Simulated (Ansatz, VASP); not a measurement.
One calculation of MgO, two programs

The input INCAR:

```
ALGO = Normal
EDIFF = 1E-6
ENCUT = 600
GGA_COMPAT = F
ISIF = 2
ISMEAR = 0
LASPH = T
LCHARG = F
LREAL = F
LWAVE = F
NBANDS = 11
NELM = 120
PREC = Accurate
SIGMA = 0.05
```

Contents of KPOINTS:

```
k-points
0
Gamma
  6 6 6
```

POSCAR

```
MgO
1.0
    0.0000000000      2.1351500000      2.1351500000
    2.1351500000      0.0000000000      2.1351500000
    2.1351500000      2.1351500000      0.0000000000
Mg O
1 1
Direct
   -0.0614710910     -0.0614710910      0.0614710910
    0.5000000000      0.5000000000      0.5000000000
```

Input for Ansatz:

```yaml
crystal:
  lattice:
    - [0.0, 2.13515, 2.13515]
    - [2.13515, 0.0, 2.13515]
    - [2.13515, 2.13515, 0.0]
  atoms:
    - { symbol: Mg, position: [-0.061471091, -0.061471091, 0.061471091] }
    - { symbol: O, position: [0.5, 0.5, 0.5] }
basis:
  ecutwfc: 420
kpoints:
  mp_grid: { grid: [6, 6, 6] }
hamiltonian:
  xc: lda
scf:
  occupations: { method: gaussian, width: 0.05 }
output:
  forces: true
  stress: true
  eigenvalues: true
```

Change from the starting cell: all Mg atoms moved +0.263 Å, as atom 1 towards its neighbour atom 2 (O) at 2.135 Å.

Alike in both runs: task single point; functional LDA; k mesh 6 × 6 × 6; occupations gaussian, width 0.05 eV; no spin polarisation.

```csv
,VASP,Ansatz
version,VASP 6.6.1,Ansatz 0.2.0
potentials or method,"VASP PAW LDA potentials, release 64 (Mg, O), cutoff 600 eV","scalar-relativistic, plane waves, PAW"
valence electrons in the cell,8,16
```

Ansatz gave:

- gap on the k mesh at the Fermi level (eV): 4.25
- least direct gap on the mesh (eV): 4.25
- pressure (GPa): -5.4
- traceless stress, the component that is largest in VASP (GPa): 14.28
- rms of the force components (eV/Å): 0.964

Question: What did VASP give for the same quantities?

Answer: gap on the k mesh at the Fermi level (eV): 4.25; least direct gap on the mesh (eV): 4.25; pressure (GPa): -7.1; traceless stress, the component that is largest in VASP (GPa): 14.67; rms of the force components (eV/Å): 0.995.

LDA's correlation is that of Perdew and Zunger in VASP and of Perdew and Wang (1992) in Ansatz. Atom by atom the forces differ by 0.031 eV/Å (rms over components). VASP's potentials hold 8 valence electrons a cell and Ansatz's 16, so a difference there can come from the potentials and not from the codes.

The k mesh is coarse, so the values compare programs but aren't converged.
